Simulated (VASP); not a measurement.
# Cu (P6_3/mmc) in VASP: a series of runs

Runs on Cu. Level: PBEsol. Tasks: single point, relaxation of cell and atoms.

Program: VASP 6.6.1. These are calculated values, not measurements. Logs are shortened: lines on timing, memory, paths and dates and some standing lists are left out, and cuts for length are marked.

## (1) The cell of the first run

The structure is hexagonal, space group P6_3/mmc (No. 194). Conventional cell: a = 2.129 Å, b = 2.129 Å, c = 3.488 Å, α = 90.00°, β = 90.00°, γ = 120.00°. Cu (site symmetry -6m2) has 12 Cu at 2.13 Å within 2.8 Å.

## (2) Single point, PBEsol

Input file INCAR:

```
SYSTEM = Cu
ALGO = Normal
EDIFF = 1E-6
ENCUT = 520
GGA = PS
ISIF = 2
ISMEAR = -1
LASPH = .True.
LCHARG = .False.
LREAL = .False.
LWAVE = .False.
NBANDS = 18
NELM = 80
PREC = Accurate
SIGMA = 0.08
```

Input file KPOINTS:

```
k-points
0
Gamma
  20 20 11
  0 0 0
```

Input file POSCAR:

```
Cu
1.0
    2.1292332133      0.0000000000      0.0000000000
   -1.0646166066      1.8439700533      0.0000000000
    0.0000000000      0.0000000000      3.4876119340
Cu
2
Direct
    0.3333333333      0.6666666667      0.2500000000
    0.6666666667      0.3333333333      0.7500000000
```

Potentials or basis: VASP PAW PBE potentials, release 64 (Cu).

Started as:

```console
$ cat potpaw_PBE.64/Cu/POTCAR > POTCAR
$ mpirun -np 1 vasp_std > vasp.out
```

OUTCAR:

```text
SYSTEM = Cu
   EDIFF = 1E-6
   ENCUT = 520
   GGA = PS
   ISIF = 2
   ISMEAR = -1
   LASPH = .True.
   LREAL = .False.
   NELM = 80
   PREC = Accurate

 ion  position               nearest neighbor table
   1  0.333  0.667  0.250-   2 2.13   2 2.13   2 2.13   2 2.13   2 2.13   2 2.13
   2  0.667  0.333  0.750-   1 2.13   1 2.13   1 2.13   1 2.13   1 2.13   1 2.13

  LATTYP: Found a hexagonal cell.
 ALAT       =     2.1292332133
 C/A-ratio  =     1.6379661524

  Lattice vectors:

 A1 = (   2.1292332133,   0.0000000000,   0.0000000000)
 A2 = (  -1.0646166066,   1.8439700533,   0.0000000000)
 A3 = (   0.0000000000,   0.0000000000,   3.4876119340)

Analysis of symmetry for initial positions (statically):
=====================================================================
 Subroutine PRICEL returns:
 Original cell was already a primitive cell.

 Routine SETGRP: Setting up the symmetry group for a
 hexagonal supercell.

 Subroutine GETGRP returns: Found 24 space group operations
 (whereof 12 operations were pure point group operations)
 out of a pool of 24 trial point group operations.

The static configuration has the point symmetry D_3d.
 The point group associated with its full space group is D_6h.

Analysis of symmetry for dynamics (positions and initial velocities):
=====================================================================
 Subroutine PRICEL returns:
 Original cell was already a primitive cell.

 Routine SETGRP: Setting up the symmetry group for a
 hexagonal supercell.

 Subroutine GETGRP returns: Found 24 space group operations
 (whereof 12 operations were pure point group operations)
 out of a pool of 24 trial point group operations.

The dynamic configuration has the point symmetry D_3d.
 The point group associated with its full space group is D_6h.

 Subroutine INISYM returns: Found 24 space group operations
 (whereof 12 operations are pure point group operations),
 and found     1 'primitive' translations

----------------------------------------------------------------------------------------

                                     Primitive cell

  volume of cell :      13.6932

  direct lattice vectors                    reciprocal lattice vectors
     2.129233213  0.000000000  0.000000000     0.469652640  0.271154078  0.000000000
    -1.064616607  1.843970053  0.000000000     0.000000000  0.542308156  0.000000000
     0.000000000  0.000000000  3.487611934     0.000000000  0.000000000  0.286729148

  length of vectors
     2.129233213  2.129233213  3.487611934     0.542308156  0.542308156  0.286729148

  position of ions in fractional coordinates (direct lattice)
     0.333333333  0.666666667  0.250000000
     0.666666667  0.333333333  0.750000000

  ion indices of the primitive-cell ions
   primitive index   ion index
                 1           1
                 2           2

----------------------------------------------------------------------------------------

 KPOINTS: k-points

Automatic generation of k-mesh.
 Grid dimensions read from file:
 generate k-points for:   20   20   11

 Generating k-lattice:

  Cartesian coordinates                     Fractional coordinates (reciprocal lattice)
     0.023482632  0.013557704  0.000000000     0.050000000  0.000000000  0.000000000
     0.000000000  0.027115408  0.000000000     0.000000000  0.050000000  0.000000000
     0.000000000  0.000000000  0.026066286     0.000000000  0.000000000  0.090909091

  Length of vectors
     0.027115408  0.027115408  0.026066286

  Shift w.r.t. Gamma in fractional coordinates (k-lattice)
     0.000000000  0.000000000  0.000000000

 Subroutine IBZKPT returns following result:
 ===========================================

 Found    264 irreducible k-points:

 Following reciprocal coordinates:
            Coordinates               Weight
  0.000000  0.000000  0.000000      1.000000
  0.050000  0.000000  0.000000      6.000000
  0.100000  0.000000  0.000000      6.000000
  0.150000  0.000000  0.000000      6.000000
  0.200000  0.000000  0.000000      6.000000
  0.250000  0.000000  0.000000      6.000000
[... 16 lines left out ...]
  0.200000  0.100000  0.000000     12.000000
  0.250000  0.100000  0.000000     12.000000
 [... further k-points ...]
   k-points           NKPTS =    264   k-points in BZ     NKDIM =    264   number of bands    NBANDS=     18
   number of dos      NEDOS =    301   number of ions     NIONS =      2
   total plane-waves  NPLWV =   7168
   dimension x,y,z NGX =    16 NGY =   16 NGZ =   28
   dimension x,y,z NGXF=    32 NGYF=   32 NGZF=   56
   ions per type =               2
   NGX,Y,Z   is equivalent  to a cutoff of  12.49, 12.49, 13.35 a.u.
   NGXF,Y,Z  is equivalent  to a cutoff of  24.98, 24.98, 26.69 a.u.
 SYSTEM =  Cu
   PREC   = accura    normal or accurate (medium, high low for compatibility)
   ISTART =      0    job   : 0-new  1-cont  2-samecut
   ICHARG =      2    charge: 1-file 2-atom 10-const
   ISPIN  =      1    spin polarized calculation?
   LNONCOLLINEAR =      F non collinear calculations
   LSORBIT =      F    spin-orbit coupling
   LASPH  =      T    aspherical Exc in radial PAW
   ENCUT  =  520.0 eV  38.22 Ry    6.18 a.u.   3.96  3.96  6.48*2*pi/ulx,y,z
   NELM   =     80;   NELMIN=  2; NELMDL= -5     # of ELM steps
   EDIFF  = 0.1E-05   stopping-criterion for ELM
   LREAL  =      F    real-space projection
   EDIFFG = 0.1E-04   stopping-criterion for IOM
   NSW    =      0    number of steps for IOM
   IBRION =     -1    ionic relax: 0-MD 1-quasi-New 2-CG
   NFREE  =      0    steps in history (QN), initial steepest desc. (CG)
   ISIF   =      2    stress and relaxation
   ISYM   =      2    0-nonsym 1-usesym 2-fastsym
   POTIM  = 0.5000    time-step for ionic-motion
   TEBEG  =    0.0;   TEEND  =   0.0 temperature during run
   PSTRESS=    0.0 pullay stress
   NELECT =      22.0000    total number of electrons
   NUPDOWN=      -1.0000    fix difference up-down
   EMIN   =  10.00;   EMAX   =-10.00  energy-range for DOS
   EFERMI =   0.00;   METHOD = LEGACY
   ISMEAR =    -1;   SIGMA  =   0.08  broadening in eV -4-tet -1-fermi 0-gaus
   EFERMI_NEDOS =   21; number of points for ismear=-14 and -15
   IALGO  =     38    algorithm
   IMIX   =      4    mixing-type and parameters
     AMIX     =   0.40;   BMIX     =  1.00
     AMIX_MAG =   1.60;   BMIX_MAG =  1.00
  volume/ion in A,a.u.               =       6.85        46.20
  Fermi-wavevector in a.u.,A,eV,Ry     =   1.917406  3.623371 50.021057  3.676444
  Thomas-Fermi vector in A             =   2.952643
   LORBIT       =      0    0 simple, 1 ext, 2 COOP (PROOUT), +10 PAW based schemes
   GGA     = PS    functional components
   LHFCALC =     F    Hartree Fock is set to
   AEXX    =    0.0000 exact exchange contribution
   IVDW    =     0    specifies the selected vdW correction
   LEPSILON=     F    determine dielectric tensor
   LRPA    =     F    only Hartree local field effects (RPA)
 non-spin polarized calculation
  energy-cutoff  :      520.00
  volume of cell :       13.69
 maximum number of plane-waves:       376
 NGX is ok and might be reduce to    16
   NGX =  7   NGY =  7   NGZ = 13

 number of electron      21.9999999 magnetization

 Free energy of the ion-electron system (eV)
  ---------------------------------------------------
  ext. energy  EPLUGINS =         0.00000000
  ---------------------------------------------------
  free energy    TOTEN  =        -3.57016942 eV

  energy without entropy =       -3.55939449  energy(sigma->0) =       -3.56478195

 E-fermi :  16.7494     XC(G=0): -16.4406

 val. band max:       16.7442133613   @ k =   0.1000   0.0500   0.0909
 cond. band min:      16.7682425690   @ k =   0.3500   0.1500   0.2727
 fundamental gap:      0.0240292077
 Fermi energy:        16.7494296188

 k-point     1 :       0.0000    0.0000    0.0000
  band No.  band energies     occupation
      1       2.1236      2.00000
      2       7.1061      2.00000
      3      11.0132      2.00000
      4      11.1489      2.00000
      5      11.1489      2.00000
      6      11.6534      2.00000
[... 10 lines left out ...]
     17      48.0999      0.00000
     18      48.0999      0.00000

 k-point     2 :       0.0500    0.0000    0.0000
  band No.  band energies     occupation
      1       2.2464      2.00000
      2       7.1877      2.00000
      3      10.8762      2.00000
      4      11.2156      2.00000
      5      11.2630      2.00000
      6      11.6159      2.00000
[... 10 lines left out ...]
     17      46.3935      0.00000
     18      47.6930      0.00000

 k-point     3 :       0.1000    0.0000    0.0000
  band No.  band energies     occupation
      1       2.6093      2.00000
      2       7.4185      2.00000
      3      10.6417      2.00000
      4      11.4013      2.00000
      5      11.4118      2.00000
      6      11.5552      2.00000
[... 10 lines left out ...]
     17      45.9900      0.00000
     18      48.2832      0.00000

 k-point     4 :       0.1500    0.0000    0.0000
  band No.  band energies     occupation
      1       3.1951      2.00000
      2       7.7520      2.00000
      3      10.3672      2.00000
      4      10.8229      2.00000
      5      11.3015      2.00000
      6      11.7254      2.00000
[... 375 lines left out ...]
      4       9.9004      2.00000
      5      11.1714      2.00000
      6      11.4385      2.00000
[... 10 lines left out ...]
     17      44.6579      0.00000
     18      45.1529      0.00000

 k-point    23 :       0.2000    0.1000    0.0000
  band No.  band energies     occupation
      1       5.1933      2.00000
      2       8.4983      2.00000
      3       9.3431      2.00000
      4       9.7052      2.00000
      5      11.1123      2.00000
      6      11.2237      2.00000
[... 10 lines left out ...]
     17      43.3236      0.00000
     18      43.6763      0.00000

 k-point    24 :       0.2500    0.1000    0.0000
  band No.  band energies     occupation
      1       6.1289      2.00000
      2       8.4721      2.00000
      3       8.8818      2.00000
      4       9.7053      2.00000
      5      11.0524      2.00000
      6      11.1808      2.00000
[... 10 lines left out ...]
     17      41.2269      0.00000
     18      42.7472      0.00000

 [... further k-points ...]
[... 5 lines left out ...]
  --------------------------------------------------------------------------------------
  -------------------------------------------------------------------------------------
  Total       25.0403449     25.0403449     25.0414480      0.0000000      0.0000000      0.0000000
  in kB     2929.8517006   2929.8517006   2929.9807710      0.0000001      0.0000000      0.0000000
  external PRESSURE =    2929.8947241 kB  Pullay stress =       0.0000000 kB

 VOLUME and BASIS-vectors are now :
 -----------------------------------------------------------------------------
  energy-cutoff  :      520.00
  volume of cell :       13.69
      direct lattice vectors                 reciprocal lattice vectors
     2.129233213  0.000000000  0.000000000     0.469652640  0.271154078  0.000000000
    -1.064616607  1.843970053  0.000000000     0.000000000  0.542308156  0.000000000
     0.000000000  0.000000000  3.487611934     0.000000000  0.000000000  0.286729148

 POSITION                                       TOTAL-FORCE (eV/Angst)
 -----------------------------------------------------------------------------------
     -0.00000      1.22931      0.87190         0.000000     -0.000000      0.000000
      1.06462      0.61466      2.61571        -0.000000      0.000000      0.000000
 -----------------------------------------------------------------------------------
    total drift:                                0.000000     -0.000000     -0.000000

  FREE ENERGIE OF THE ION-ELECTRON SYSTEM (eV)
  ---------------------------------------------------
  free  energy   TOTEN  =        -3.5701694194 eV

  energy  without entropy=       -3.5593944863  energy(sigma->0) =       -3.56478195
```

It took 78 s on 1 thread of AMD EPYC 7R13, shared host; peak memory 0.13 GiB.

Results:

| Quantity | Value |
| --- | --- |
| Free energy | -3.5702 eV |
| Pressure | 293.0 GPa |
| Band gap on the k mesh | zero (band 11 reaches 22.16 eV, above the bottom of band 12 at 13.65 eV) |

Caveat: the PAW data sets were made with another functional, which shifts forces and pressure a little.

## (3) Single point, PBEsol

Input file INCAR:

```
SYSTEM = Cu
PREC = Accurate ; ENCUT = 520
EDIFF = 1E-7 ; ISMEAR = -1
SIGMA = 0.08 ; LREAL = .False.
LASPH = .True. ; NELM = 60
ALGO = Normal ; ISIF = 2
LWAVE = .False. ; LCHARG = .False.
GGA = PS ; NBANDS = 18
```

Input file KPOINTS:

```
Automatic mesh
0
Gamma
  20 20 11
  0 0 0
```

Input file POSCAR:

```
Cu
1.0
    2.1294304456      0.0000000000      0.0000000000
   -1.0647152228      1.8441408615      0.0000000000
    0.0000000000      0.0000000000      3.4880579069
Cu
2
Direct
    0.3333333333      0.6666666667      0.2500000000
    0.6666666667      0.3333333333      0.7500000000
```

Potentials or basis: VASP PAW PBE potentials, release 64 (Cu).

Started as:

```console
$ cat potpaw_PBE.64/Cu/POTCAR > POTCAR
$ mpirun -np 1 vasp_std > vasp.out
```

Run time: 81 s. Hardware: 1 thread of AMD EPYC 7R13, shared host; peak memory 0.13 GiB.

It converged, with:

* Free energy: -3.5780 eV
* Pressure: 292.5 GPa
* Band gap on the k mesh: zero (band 11 reaches 22.15 eV, above the bottom of band 12 at 13.64 eV)

Levels at points of the mesh, in eV from the Fermi level:
| k point | band 8 | band 9 | band 10 | band 11 | band 12 | band 13 | band 14 | band 15 |
| --- | --- | --- | --- | --- | --- | --- | --- | --- |
| (0.00, 0.00, 0.00) | -4.41 | -4.41 | -3.13 | -2.72 | -2.72 | 7.27 | 25.12 | 29.12 |
| (0.50, 0.00, 0.00) | -2.46 | -2.37 | -2.24 | -0.02 | 2.93 | 10.79 | 12.05 | 14.53 |

Caveat: the PAW data sets were made with another functional, which shifts forces and pressure a little.

## (4) Relaxation of cell and atoms, PBEsol, target pressure 290 GPa, at which the enthalpy is minimised

Input file INCAR:

```
PREC = Accurate ; ENCUT = 600
EDIFF = 1E-7 ; ISMEAR = -1
SIGMA = 0.08 ; LREAL = False
LASPH = True ; NELM = 60
ALGO = Normal ; ISIF = 3
LWAVE = False ; LCHARG = False
GGA = PS ; IBRION = 2
NSW = 32 ; EDIFFG = -0.005
PSTRESS = 2900.0
```

Input file KPOINTS:

```
regular mesh
0
Gamma
  20 20 11
```

Input file POSCAR:

```
Cu
1.0
    2.1292332133      0.0000000000      0.0000000000
   -1.0646166066      1.8439700533      0.0000000000
    0.0000000000      0.0000000000      3.4876119340
Cu
2
Direct
    0.3333333333      0.6666666667      0.2500000000
    0.6666666667      0.3333333333      0.7500000000
```

Started as:

```console
$ cat potpaw_PBE.64/Cu/POTCAR > POTCAR
$ mpirun -np 1 vasp_std > vasp.out
```

It took 80 s on 1 thread of Intel Xeon 6975P-C, shared host; peak memory 0.18 GiB.

It converged, with:

| Property | Result |
| --- | --- |
| Free energy | -3.6285 eV |
| Relaxed volume | 6.86 Å³/atom |
| Relaxed cell | a = 2.131 Å, b = 2.131 Å, c = 3.490 Å, α = 90.00°, β = 90.00°, γ = 120.00° |
| Space group after relaxing (to 0.05 Å) | P6_3/mmc (No. 194) |
| Energy change on relaxing (the enthalpy is what falls) | -28.8 meV/atom |
| Ionic steps | 3 |
| Pressure after relaxing | 290.0 GPa |
| Band gap on the k mesh | zero (band 11 reaches 22.09 eV, above the bottom of band 12 at 13.60 eV) |

The path:
| step | energy change (eV) | largest force (eV/Å) | pressure (GPa) | volume (Å³) |
| --- | --- | --- | --- | --- |
| 1 | 0.0000 | 0.0000 | 292.98 | 13.69 |
| 2 | -0.4453 | 0.0000 | 270.00 | 13.95 |
| 3 | -0.0577 | 0.0000 | 289.97 | 13.72 |

Final structure:
```xyz
2
Lattice="2.1309 0.0000 0.0000 -1.0654 1.8454 0.0000 0.0000 0.0000 3.4903" Properties=species:S:1:pos:R:3 pbc="T T T"
Cu    0.0000    1.2303    0.8726
Cu    1.0654    0.6151    2.6177
```

Levels at points of the mesh, in eV from the Fermi level:
```
           k point  band 9  band 10  band 11  band 12  band 13  band 14
(0.00, 0.00, 0.00)   -4.40    -3.12    -2.72    -2.72     7.26    25.11
(0.50, 0.00, 0.00)   -2.37    -2.23    -0.02     2.92    10.77    12.04
```

Caveat: the cell is relaxed towards a set pressure, so the enthalpy falls and the energy may rise; the PAW data sets were made with another functional, which shifts forces and pressure a little.

[end of part 1 of 2]
